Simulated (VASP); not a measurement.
Runs of VASP 6.6.1 on SnO2. The structure is that of space group I4_1/amd (No. 141), or close to it. The cells are those of the table. 

```csv
cell,gap on the mesh (eV),pressure (GPa),largest force (eV/Å)
"a = 5.808 Å, angles 139.7, 139.7, 58.3°, 6 atoms",(a),3.4,0.13
"a = 5.897 Å, angles 140.4, 140.4, 57.3°, 6 atoms",1.42,-0.7,0.22
"a = 5.853 Å, angles 140.0, 140.0, 57.8°, 6 atoms",1.56,1.2,0.06
"a = 5.763 Å, angles 139.4, 139.4, 58.8°, 6 atoms",(b),5.7,0.34
"a = 5.942 Å, angles 140.7, 140.7, 56.8°, 6 atoms",1.28,(c),0.37
```

Alike in all rows: task single point; level PBEsol; potentials or basis VASP PAW PBE potentials, release 64 (Sn_d, O); no spin polarisation; k mesh 8 × 8 × 8; cutoff (eV) 520; smearing fermi-dirac 0.02 eV.

Problem. Fill in the values left out.

Solution. (a) 1.70; (b) 1.84; (c) -2.4.

Caveats: the PAW data sets were made with another functional, which shifts forces and pressure a little; spin-orbit coupling is left out, which moves the levels of the heavy elements; the cell stands under pressure (at least some runs).

A k mesh can miss the band edges, and the runs leave out spin-orbit coupling on Sn.
